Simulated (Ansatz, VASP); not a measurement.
# AlNi: VASP beside Ansatz

INCAR

```
PREC = Accurate
ENCUT = 520
EDIFF = 1E-6
ISMEAR = 0
SIGMA = 0.15
LREAL = F
LASPH = T
NELM = 100
ALGO = Fast
ISIF = 2
LWAVE = F
LCHARG = F
GGA = PS
NBANDS = 14
```

Contents of KPOINTS:

```
regular mesh
0
Gamma
  16 16 16
```

The input POSCAR:

```
AlNi
1.0
    2.0211996418     -2.0211459310      0.0000000000
    2.0211996418      2.0211459310      0.0000000000
    0.0000000000      0.0000000000      2.8688666946
Al Ni
1 1
Direct
   -0.0199414354      0.0000000000     -0.0132456486
    0.5091671398      0.5000000000      0.5060890658
```

Input for Ansatz:

```yaml
crystal:
  lattice:
    - [2.0211996418, -2.021145931, 0.0]
    - [2.0211996418, 2.021145931, 0.0]
    - [0.0, 0.0, 2.8688666946]
  atoms:
    - { symbol: Al, position: [-0.0199414354, 0.0, -0.0132456486] }
    - { symbol: Ni, position: [0.5091671398, 0.5, 0.5060890658] }
basis:
  ecutwfc: 520.0
kpoints:
  mp_grid: { grid: [16, 16, 16] }
hamiltonian:
  xc: pbesol
  pseudopotentials: { kind: paw, azcp: { folder: soft_1 } }
scf:
  occupations: { method: gaussian, width: 0.15 }
output:
  forces: true
  stress: true
  eigenvalues: true
```

Change from the starting cell: mode 4 frozen in at -0.057 Å and mode 6 at -0.038 Å (largest displacements).

Alike in both runs: task single point; functional PBEsol; k mesh 16 × 16 × 16; occupations gaussian, width 0.15 eV; no spin polarisation.

```csv
,VASP,Ansatz
version,VASP 6.6.1,Ansatz 0.2.0
potentials or method,"VASP PAW PBE potentials, release 64 (Al, Ni), cutoff 520 eV","scalar-relativistic, plane waves, PAW"
valence electrons in the cell,13,21
```

Ansatz gave:

* gap on the k mesh at the Fermi level (eV): none
* pressure (GPa): 0.7
* traceless stress, the component that is largest in VASP (GPa): -0.50
* rms of the force components (eV/Å): 0.363

Task: Estimate VASP's values.

Result: gap on the k mesh at the Fermi level (eV): none; pressure (GPa): 0.9; traceless stress, the component that is largest in VASP (GPa): -0.50; rms of the force components (eV/Å): 0.367.

VASP's potentials were made for PBE, not for PBEsol, and Ansatz warns of the same on its side. Atom by atom the forces differ by 0.003 eV/Å (rms over components). A gap of «none» marks a metal or a gap that the smearing closes. VASP's potentials hold 13 valence electrons a cell and Ansatz's 21, so a difference there can come from the potentials and not from the codes. Ansatz's warnings: near symmetry operations not taken.
